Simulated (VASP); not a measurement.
Set up this calculation in VASP 6.6.1, as the native input.

```
Task                   : single point
Functional             : PBE
Potentials or basis    : VASP PAW PBE potentials, release 64 (C)
Cutoff                 : 600 eV
k mesh                 : 8 × 8 × 8
Occupations            : gaussian, width 0.1 eV
Spin                   : no spin polarisation
Dipole correction      : no
Further INCAR settings : ALGO = Normal; EDIFF = 1e-06; NBANDS = 11
```

The structure of C lies in POSCAR:

```
C
1.0
    0.0000000000      1.7833700000      1.7833700000
    1.7833700000      0.0000000000      1.7833700000
    1.7833700000      1.7833700000      0.0000000000
C
2
Direct
    0.5000000000      0.5000000000      0.5000000000
    0.7500000000      0.7500000000      0.7500000000
```

One way to write it, as run:

INCAR

```
SYSTEM = C
PREC = Accurate
ENCUT = 600
EDIFF = 1E-6
ISMEAR = 0
SIGMA = 0.1
LREAL = .FALSE.
LASPH = .TRUE.
NELM = 120
ALGO = Normal
ISIF = 2
LWAVE = .FALSE.
LCHARG = .FALSE.
GGA = PE
NBANDS = 11
GGA_COMPAT = .FALSE.
```

KPOINTS

```
regular mesh
0
G
  8 8 8
  0 0 0
```

Potentials or basis: VASP PAW PBE potentials, release 64 (C).

Run with:

```console
$ cat potpaw_PBE.64/C/POTCAR > POTCAR
$ mpirun -np 1 vasp_std > vasp.out
```

Results of the run:

| Property | Result |
| --- | --- |
| Pressure | 1.8 GPa |
| Band gap on the k mesh | 4.13 eV, indirect (least direct gap 5.59 eV) |

It took 7.6 s on 1 thread of Intel Xeon 8259CL, on a shared host, peak memory 0.12 GiB.
